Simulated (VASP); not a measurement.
Wanted: the native input for a VASP 6.6.1 run.

| Quantity | Value |
| --- | --- |
| Task | single point |
| Functional | RPBE |
| Potentials or basis | VASP PAW PBE potentials, release 64 (Sb) |
| Cutoff | 520 eV |
| k mesh | 9 × 9 × 9 |
| Occupations | fermi-dirac, width 0.1 eV |
| Spin | no spin polarisation |
| Dipole correction | no |
| Further INCAR settings | ALGO = Normal; EDIFF = 1e-07; NBANDS = 12 |

The structure of Sb lies in POSCAR:

```
Sb
1.0
    0.0000000000      3.6754246865      3.6754246865
    3.6754246865      0.0000000000      3.6754246865
    3.6754246865      3.6754246865      0.0000000000
Sb
2
Direct
    0.1250000000      0.1250000000      0.1250000000
    0.8750000000      0.8750000000      0.8750000000
```

This cell differs from its parent crystal: volume scaled by 1.12.

One way to write it, as run:

INCAR

```
  PREC = Accurate
  ENCUT = 520
  EDIFF = 1E-7
  ISMEAR = -1
  SIGMA = 0.1
  LREAL = F
  LASPH = T
  NELM = 80
  ALGO = Normal
  ISIF = 2
  LWAVE = F
  LCHARG = T
  GGA = RP
  LELF = T
  LVHAR = T
  NBANDS = 12
```

KPOINTS

```
regular mesh
0
Gamma
  9 9 9
```

Potentials or basis: VASP PAW PBE potentials, release 64 (Sb).

Launch:

```sh
$ cat potpaw_PBE.64/Sb/POTCAR > POTCAR
$ mpirun -np 1 vasp_std > vasp.out
```

It gave:

The pressure is -2.6 GPa and the band gap on the k mesh is zero (band 5 reaches 2.95 eV, above the bottom of band 6 at 2.48 eV).

Caveat: the PAW data sets were made with another functional, which shifts forces and pressure a little; spin-orbit coupling is left out, which moves the levels of the heavy elements.

Wall time 47 s on 1 thread of Intel Xeon 6975P-C, on a shared host, peak memory 0.24 GiB.
